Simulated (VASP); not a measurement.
Set up this calculation in VASP 6.6.1, as the native input.

| Item | Value |
| --- | --- |
| Task | single point |
| Functional | r2SCAN |
| Potentials or basis | VASP PAW PBE potentials, release 64 (Br, Hf_pv, S) |
| Cutoff | 520 eV |
| k mesh | 5 × 5 × 2 |
| Occupations | fermi-dirac, width 0.1 eV |
| Spin | no spin polarisation |
| Dipole correction | no |
| Further INCAR settings | ALGO = Normal; EDIFF = 1e-06; NBANDS = 32 |

Crystal: HfSBr.

```
Br Hf S
1.0
     3.86946    0.00000    0.00000
     0.00000    3.86946    0.00000
     0.00000    0.00000    8.51067
Br Hf S
2 2 2
Direct
  0.00000 0.00000 0.00000
  0.50000 0.50000 0.00000
  0.00000 0.50000 0.27500
  0.50000 0.00000 0.72500
  0.00000 0.50000 0.61700
  0.50000 0.00000 0.38300
```

These files were run (other wordings do the same):

POSCAR

```
HfSBr
1.0
    3.8694600000      0.0000000000      0.0000000000
    0.0000000000      3.8694600000      0.0000000000
    0.0000000000      0.0000000000      8.5106680000
Br Hf S
2 2 2
Direct
    0.0000000000      0.0000000000      0.0000000000
    0.5000000000      0.5000000000      0.0000000000
    0.0000000000      0.5000000000      0.2750000000
    0.5000000000      0.0000000000      0.7250000000
    0.0000000000      0.5000000000      0.6170000000
    0.5000000000      0.0000000000      0.3830000000
```

INCAR.step1

```
PREC = Accurate
ENCUT = 520
ISMEAR = -1
SIGMA = 0.1
LREAL = F
LASPH = T
NELM = 80
NBANDS = 32
GGA = PE
ALGO = Normal
EDIFF = 1E-4
LWAVE = T
LCHARG = F
```

INCAR.step2

```
PREC = Accurate
ENCUT = 520
EDIFF = 1E-6
ISMEAR = -1
SIGMA = 0.1
LREAL = F
LASPH = T
NELM = 80
ALGO = Normal
ISIF = 2
LWAVE = F
LCHARG = T
METAGGA = R2SCAN
LMIXTAU = T
LELF = T
LVHAR = T
NBANDS = 32
ISTART = 1
```

KPOINTS

```
Automatic mesh
0
Gamma
  5 5 2
```

Potentials or basis: VASP PAW PBE potentials, release 64 (Br, Hf_pv, S).

Run with:

```console
$ cat potpaw_PBE.64/Br/POTCAR potpaw_PBE.64/Hf_pv/POTCAR potpaw_PBE.64/S/POTCAR > POTCAR
$ cp INCAR.step1 INCAR
$ mpirun -np 1 vasp_std > vasp.out
$ cp INCAR.step2 INCAR
$ mpirun -np 1 vasp_std > vasp.out
```

It gave:

```json
{
 "Pressure": "-2.7 GPa",
 "Largest force": "0.879 eV/Å",
 "Band gap on the k mesh": "zero (bands 23 and 24 overlap by 0.79 eV)"
}
```

Caveat: the k points lie up to 0.37 Å⁻¹ apart, too coarse for converged energies and pressures of a metal; the PAW data sets were made with another functional, which shifts forces and pressure a little; spin-orbit coupling is left out, which moves the levels of the heavy elements.

Wall time 100 s on 1 thread of Intel(R) Xeon(R) 6975P-C (Granite Rapids) (shared host), peak memory 0.26 GiB.
